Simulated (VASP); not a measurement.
CuI:

```
Cu I
1.0
     3.50375   -3.59315    0.00000
     3.50375    3.59315    0.00000
     0.00000    0.00000    4.32201
Cu I
2 2
Direct
  0.41680 0.58320 0.75000
  0.58320 0.41680 0.25000
  0.77795 0.22205 0.75000
  0.22205 0.77795 0.25000
```

Base run:

* Program: VASP 6.6.1
* Functional: PBE
* Potentials or basis: VASP PAW PBE potentials, release 64 (Cu, I)
* Cutoff: 520 eV
* k mesh: 6 × 6 × 6
* Occupations: gaussian, width 0.01 eV
* Spin: no spin polarisation

Its results: band gap on the k mesh 0.96 eV; pressure 2.3 GPa; largest force 0.159 eV/Å.

Q: The run is repeated on the same cell with these changes: functional from PBE to r2SCAN; further incar settings from ALGO = Normal; EDIFF = 1e-06; NBANDS = 26 to ALGO = Normal; EDIFF = 1e-07; NBANDS = 26. What comes out?

A: Band gap on the k mesh 1.36 eV; pressure 1.0 GPa; largest force 0.036 eV/Å.

Caveats: spin-orbit coupling is left out, which moves the levels of the heavy elements; the PAW data sets were made with another functional, which shifts forces and pressure a little (at least some runs).

A k mesh can miss the band edges.
